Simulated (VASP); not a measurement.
# SiGe4 (P-6m2) in VASP: further runs

SiGe4 is run at these levels: PBE; tasks: single point.

All numbers are computed with VASP 6.6.1; they aren't measurements. Logs are shortened: lines on timing, memory, paths and dates and some standing lists are left out, and cuts for length are marked.

## Step 1: The cell of the first run

Symmetry: P-6m2, No. 187, hexagonal system. The conventional cell has a = 3.006 Å, b = 3.006 Å, c = 23.598 Å, α = 90.00°, β = 90.00°, γ = 120.00°. Within 3.9 Å of Si (site symmetry 3m) lie 6 Ge at 2.93 Å and 6 Si at 3.01 Å. Within 3.9 Å of Ge (site symmetry 3m) lie 12 Ge at 2.93 to 3.01 Å. Within 3.9 Å of Ge (site symmetry -6m2) lie 12 Ge at 2.93 to 3.01 Å. Within 3.9 Å of Ge (site symmetry 3m) lie 3 Si at 2.93 Å and 9 Ge at 2.93 to 3.01 Å. Ge (site symmetry 3m) has 9 Ge at 2.93 to 3.01 Å and 3 Si at 2.93 Å within 3.9 Å. Within 3.9 Å of Ge (site symmetry -6m2) lie 12 Ge at 2.93 to 3.01 Å.

## Step 2: Single point, PBE

Contents of INCAR:

```
SYSTEM = SiGe4
PREC = Accurate
ENCUT = 520
EDIFF = 1E-7
ISMEAR = 0
SIGMA = 0.1
LREAL = .FALSE.
LASPH = .TRUE.
NELM = 60
ALGO = Normal
ISIF = 2
LWAVE = .FALSE.
LCHARG = .TRUE.
GGA = PE
LELF = .TRUE.
LVHAR = .TRUE.
NBANDS = 71
```

Contents of KPOINTS:

```
Automatic mesh
0
G
  6 6 1
  0 0 0
```

Contents of POSCAR:

```
SiGe4
1.0
    3.0060361400      0.0000000000      0.0000000000
   -1.5030180700      2.6033036700      0.0000000000
    0.0000000000      0.0000000000     23.5977383500
Si Ge
2 8
Direct
    0.3333333300      0.6666666700      0.8000000000
    0.3333333300      0.6666666700      0.2000000000
    0.3333333300      0.6666666700      0.6000000000
    0.3333333300      0.6666666700      0.0000000000
    0.3333333300      0.6666666700      0.4000000000
    0.6666666700      0.3333333300      0.7000000000
    0.6666666700      0.3333333300      0.9000000000
    0.6666666700      0.3333333300      0.1000000000
    0.6666666700      0.3333333300      0.3000000000
    0.6666666700      0.3333333300      0.5000000000
```

Potentials or basis: VASP PAW PBE potentials, release 64 (Si, Ge_d).

Launch:

```bash
$ cat potpaw_PBE.64/Si/POTCAR potpaw_PBE.64/Ge_d/POTCAR > POTCAR
$ mpirun -np 1 vasp_std > vasp.out
```

OUTCAR:

```text
SYSTEM = SiGe4
   PREC = Accurate
   ENCUT = 520
   EDIFF = 1E-7
   ISMEAR = 0
   LREAL = .FALSE.
   LASPH = .TRUE.
   NELM = 60
   ISIF = 2
   GGA = PE

 ion  position               nearest neighbor table
   1  0.333  0.667  0.800-   6 2.93   7 2.93   6 2.93   7 2.93   6 2.93   7 2.93
   2  0.333  0.667  0.200-   9 2.93   8 2.93   9 2.93   8 2.93   9 2.93   8 2.93
   3  0.333  0.667  0.600-
   4  0.333  0.667  0.000-
   5  0.333  0.667  0.400-
   6  0.667  0.333  0.700-   1 2.93   1 2.93   1 2.93
   7  0.667  0.333  0.900-   1 2.93   1 2.93   1 2.93
   8  0.667  0.333  0.100-   2 2.93   2 2.93   2 2.93
   9  0.667  0.333  0.300-   2 2.93   2 2.93   2 2.93
  10  0.667  0.333  0.500-

  LATTYP: Found a hexagonal cell.
 ALAT       =     3.0060361400
 C/A-ratio  =     7.8501179796

  Lattice vectors:

 A1 = (   3.0060361400,   0.0000000000,   0.0000000000)
 A2 = (  -1.5030180700,   2.6033036700,   0.0000000000)
 A3 = (   0.0000000000,   0.0000000000,  23.5977383500)

Analysis of symmetry for initial positions (statically):
=====================================================================
 Subroutine PRICEL returns:
 Original cell was already a primitive cell.

 Routine SETGRP: Setting up the symmetry group for a
 hexagonal supercell.

 Subroutine GETGRP returns: Found 12 space group operations
 (whereof 12 operations were pure point group operations)
 out of a pool of 24 trial point group operations.

The static configuration has the point symmetry D_3h.

Analysis of symmetry for dynamics (positions and initial velocities):
=====================================================================
 Subroutine PRICEL returns:
 Original cell was already a primitive cell.

 Routine SETGRP: Setting up the symmetry group for a
 hexagonal supercell.

 Subroutine GETGRP returns: Found 12 space group operations
 (whereof 12 operations were pure point group operations)
 out of a pool of 24 trial point group operations.

The dynamic configuration has the point symmetry D_3h.

 Subroutine INISYM returns: Found 12 space group operations
 (whereof 12 operations are pure point group operations),
 and found     1 'primitive' translations

----------------------------------------------------------------------------------------

                                     Primitive cell

  volume of cell :     184.6670

  direct lattice vectors                    reciprocal lattice vectors
     3.006036140  0.000000000  0.000000000     0.332663998  0.192063648  0.000000000
    -1.503018070  2.603303670  0.000000000     0.000000000  0.384127296  0.000000000
     0.000000000  0.000000000 23.597738350     0.000000000  0.000000000  0.042376942

  length of vectors
     3.006036140  3.006036147 23.597738350     0.384127297  0.384127296  0.042376942

  position of ions in fractional coordinates (direct lattice)
     0.333333330  0.666666670  0.800000000
     0.333333330  0.666666670  0.200000000
     0.333333330  0.666666670  0.600000000
     0.333333330  0.666666670  0.000000000
     0.333333330  0.666666670  0.400000000
     0.666666670  0.333333330  0.700000000
     0.666666670  0.333333330  0.900000000
     0.666666670  0.333333330  0.100000000
     0.666666670  0.333333330  0.300000000
     0.666666670  0.333333330  0.500000000

  ion indices of the primitive-cell ions
   primitive index   ion index
                 1           1
                 2           2
                 3           3
                 4           4
                 5           5
                 6           6
                 7           7
                 8           8
                 9           9
                10          10

----------------------------------------------------------------------------------------

 KPOINTS: Automatic mesh

Automatic generation of k-mesh.
 Grid dimensions read from file:
 generate k-points for:    6    6    1

 Generating k-lattice:

  Cartesian coordinates                     Fractional coordinates (reciprocal lattice)
     0.055444000  0.032010608  0.000000000     0.166666667  0.000000000  0.000000000
     0.000000000  0.064021216  0.000000000     0.000000000  0.166666667  0.000000000
     0.000000000  0.000000000  0.042376942     0.000000000  0.000000000  1.000000000

  Length of vectors
     0.064021216  0.064021216  0.042376942

  Shift w.r.t. Gamma in fractional coordinates (k-lattice)
     0.000000000  0.000000000  0.000000000

 Subroutine IBZKPT returns following result:
 ===========================================

 Found      7 irreducible k-points:

 Following reciprocal coordinates:
            Coordinates               Weight
  0.000000  0.000000  0.000000      1.000000
  0.166667 -0.000000  0.000000      6.000000
  0.333333 -0.000000  0.000000      6.000000
  0.500000 -0.000000  0.000000      3.000000
  0.166667  0.166667  0.000000      6.000000
  0.333333  0.166667  0.000000     12.000000
  0.333333  0.333333  0.000000      2.000000
   k-points           NKPTS =      7   k-points in BZ     NKDIM =      7   number of bands    NBANDS=     71
   number of dos      NEDOS =    301   number of ions     NIONS =     10
   total plane-waves  NPLWV = 103680
   dimension x,y,z NGX =    24 NGY =   24 NGZ =  180
   dimension x,y,z NGXF=    48 NGYF=   48 NGZF=  360
   ions per type =               2   8
   NGX,Y,Z   is equivalent  to a cutoff of  13.27, 13.27, 12.68 a.u.
   NGXF,Y,Z  is equivalent  to a cutoff of  26.55, 26.55, 25.36 a.u.
 SYSTEM =  SiGe4
   PREC   = accura    normal or accurate (medium, high low for compatibility)
   ISTART =      0    job   : 0-new  1-cont  2-samecut
   ICHARG =      2    charge: 1-file 2-atom 10-const
   ISPIN  =      1    spin polarized calculation?
   LNONCOLLINEAR =      F non collinear calculations
   LSORBIT =      F    spin-orbit coupling
   LASPH  =      T    aspherical Exc in radial PAW
   ENCUT  =  520.0 eV  38.22 Ry    6.18 a.u.   5.59  5.59 43.88*2*pi/ulx,y,z
   NELM   =     60;   NELMIN=  2; NELMDL= -5     # of ELM steps
   EDIFF  = 0.1E-06   stopping-criterion for ELM
   LREAL  =      F    real-space projection
   EDIFFG = 0.1E-05   stopping-criterion for IOM
   NSW    =      0    number of steps for IOM
   IBRION =     -1    ionic relax: 0-MD 1-quasi-New 2-CG
   NFREE  =      0    steps in history (QN), initial steepest desc. (CG)
   ISIF   =      2    stress and relaxation
   ISYM   =      2    0-nonsym 1-usesym 2-fastsym
   POTIM  = 0.5000    time-step for ionic-motion
   TEBEG  =    0.0;   TEEND  =   0.0 temperature during run
   PSTRESS=    0.0 pullay stress
   NELECT =     120.0000    total number of electrons
   NUPDOWN=      -1.0000    fix difference up-down
   EMIN   =  10.00;   EMAX   =-10.00  energy-range for DOS
   EFERMI =   0.00;   METHOD = LEGACY
   ISMEAR =     0;   SIGMA  =   0.10  broadening in eV -4-tet -1-fermi 0-gaus
   EFERMI_NEDOS =   21; number of points for ismear=-14 and -15
   IALGO  =     38    algorithm
   IMIX   =      4    mixing-type and parameters
     AMIX     =   0.40;   BMIX     =  1.00
     AMIX_MAG =   1.60;   BMIX_MAG =  1.00
  volume/ion in A,a.u.               =      18.47       124.62
  Fermi-wavevector in a.u.,A,eV,Ry     =   1.417987  2.679606 27.357042  2.010686
  Thomas-Fermi vector in A             =   2.539159
   LORBIT       =      0    0 simple, 1 ext, 2 COOP (PROOUT), +10 PAW based schemes
   GGA     = PE    functional components
   LHFCALC =     F    Hartree Fock is set to
   AEXX    =    0.0000 exact exchange contribution
   IVDW    =     0    specifies the selected vdW correction
   LEPSILON=     F    determine dielectric tensor
   LRPA    =     F    only Hartree local field effects (RPA)
 non-spin polarized calculation
 Gauss-broadening in eV      SIGMA  =   0.10
  energy-cutoff  :      520.00
  volume of cell :      184.67
 maximum number of plane-waves:      5031
 NGX is ok and might be reduce to    24
   NGX = 11   NGY = 11   NGZ = 87

 number of electron     120.0000088 magnetization

 Free energy of the ion-electron system (eV)
  ---------------------------------------------------
  ext. energy  EPLUGINS =         0.00000000
  ---------------------------------------------------
  free energy    TOTEN  =       -42.46681924 eV

  energy without entropy =      -42.40800994  energy(sigma->0) =      -42.43741459

 E-fermi :   6.9924     XC(G=0): -11.1721

 val. band max:        6.9577216234   @ k =   0.3333   0.3333   0.0000
 cond. band min:       7.0046138621   @ k =   0.3333   0.1667   0.0000
 fundamental gap:      0.0468922386
 Fermi energy:         6.9924058402

 k-point     1 :       0.0000    0.0000    0.0000
  band No.  band energies     occupation
      1     -17.7183      2.00000
      2     -17.7166      2.00000
      3     -17.7166      2.00000
      4     -17.7127      2.00000
      5     -17.7127      2.00000
      6     -17.7094      2.00000
[... 63 lines left out ...]
     70      14.7784      0.00000
     71      14.8186      0.00000

 k-point     2 :       0.1667   -0.0000    0.0000
  band No.  band energies     occupation
      1     -17.7315      2.00000
      2     -17.7230      2.00000
      3     -17.7153      2.00000
      4     -17.7145      2.00000
      5     -17.7052      2.00000
      6     -17.7020      2.00000
[... 63 lines left out ...]
     70      12.5501      0.00000
     71      12.6140      0.00000

 k-point     3 :       0.3333   -0.0000    0.0000
  band No.  band energies     occupation
      1     -17.7536      2.00000
      2     -17.7387      2.00000
      3     -17.7356      2.00000
      4     -17.7249      2.00000
      5     -17.7219      2.00000
      6     -17.7146      2.00000
[... 63 lines left out ...]
     70      10.9774      0.00000
     71      11.3028      0.00000

 k-point     4 :       0.5000   -0.0000    0.0000
  band No.  band energies     occupation
      1     -17.7637      2.00000
      2     -17.7452      2.00000
      3     -17.7443      2.00000
      4     -17.7366      2.00000
      5     -17.7304      2.00000
      6     -17.7215      2.00000
[... 63 lines left out ...]
     70      10.3757      0.00000
     71      10.3882      0.00000

 k-point     5 :       0.1667    0.1667    0.0000
  band No.  band energies     occupation
      1     -17.7298      2.00000
      2     -17.7264      2.00000
      3     -17.7212      2.00000
      4     -17.7124      2.00000
      5     -17.7118      2.00000
      6     -17.7094      2.00000
[... 63 lines left out ...]
     70      10.3613      0.00000
     71      10.4259      0.00000

 k-point     6 :       0.3333    0.1667    0.0000
  band No.  band energies     occupation
      1     -17.7390      2.00000
      2     -17.7376      2.00000
      3     -17.7240      2.00000
      4     -17.7226      2.00000
      5     -17.7209      2.00000
      6     -17.7161      2.00000
[... 63 lines left out ...]
     70       8.2539      0.00000
     71       9.5197      0.00000

 k-point     7 :       0.3333    0.3333    0.0000
  band No.  band energies     occupation
      1     -17.7431      2.00000
      2     -17.7206      2.00000
      3     -17.7203      2.00000
      4     -17.7180      2.00000
      5     -17.7053      2.00000
      6     -17.6995      2.00000
[... 63 lines left out ...]
     70       7.8526      0.00000
     71       7.8993      0.00000

------------------------ aborting loop because EDIFF is reached ----------------------------------------

  FORCE on cell =-STRESS in cart. coord.  units (eV):
  Direction    XX          YY          ZZ          XY          YZ          ZX
  --------------------------------------------------------------------------------------
  -------------------------------------------------------------------------------------
  Total        2.3193567      2.3193567     -4.6392177      0.0000000      0.0000000      0.0000000
  in kB       20.1228140     20.1228141    -40.2500040      0.0000000      0.0000000      0.0000000
  external PRESSURE =      -0.0014586 kB  Pullay stress =       0.0000000 kB

 VOLUME and BASIS-vectors are now :
 -----------------------------------------------------------------------------
  energy-cutoff  :      520.00
  volume of cell :      184.67
      direct lattice vectors                 reciprocal lattice vectors
     3.006036140  0.000000000  0.000000000     0.332663998  0.192063648  0.000000000
    -1.503018070  2.603303670  0.000000000     0.000000000  0.384127296  0.000000000
     0.000000000  0.000000000 23.597738350     0.000000000  0.000000000  0.042376942

 POSITION                                       TOTAL-FORCE (eV/Angst)
 -----------------------------------------------------------------------------------
     -0.00000      1.73554     18.87819         0.000000     -0.000000     -0.009281
     -0.00000      1.73554      4.71955         0.000000      0.000000      0.009281
     -0.00000      1.73554     14.15864        -0.000000     -0.000000     -0.015495
     -0.00000      1.73554      0.00000         0.000000      0.000000     -0.000000
     -0.00000      1.73554      9.43910         0.000000      0.000000      0.015495
      1.50302      0.86777     16.51842        -0.000000      0.000000      0.436487
      1.50302      0.86777     21.23796         0.000000     -0.000000     -0.419449
      1.50302      0.86777      2.35977        -0.000000      0.000000      0.419449
      1.50302      0.86777      7.07932        -0.000000     -0.000000     -0.436487
      1.50302      0.86777     11.79887         0.000000      0.000000     -0.000000
 -----------------------------------------------------------------------------------
    total drift:                               -0.000014      0.000008      0.000000

  FREE ENERGIE OF THE ION-ELECTRON SYSTEM (eV)
  ---------------------------------------------------
  free  energy   TOTEN  =       -42.4668192370 eV

  energy  without entropy=      -42.4080099371  energy(sigma->0) =      -42.43741459
```

It took 3.1 min on 1 thread of Intel Xeon Platinum 8488C (Sapphire Rapids), shared host; peak memory 0.32 GiB.

What came out:

| Quantity | Value |
| --- | --- |
| Free energy | -42.4668 eV |
| Pressure | 0.0 GPa |
| Largest force | 0.436 eV/Å |
| Band gap on the k mesh | zero (bands 60 and 61 overlap by 8.31 eV) |

Forces in eV/Å, atoms in the order of the input:
```
Si   0.000  0.000 -0.009
Si   0.000  0.000  0.009
Ge   0.000  0.000 -0.015
Ge   0.000  0.000  0.000
Ge   0.000  0.000  0.015
Ge   0.000  0.000  0.436
Ge   0.000  0.000 -0.419
Ge   0.000  0.000  0.419
Ge   0.000  0.000 -0.436
Ge   0.000  0.000  0.000
```

Caveat: the k points lie up to 0.40 Å⁻¹ apart, too coarse for converged energies and pressures of a metal.

(Part 1 of 2 ends here.)

The gap in the log of VASP goes by the Fermi energy; the results here count the filled bands.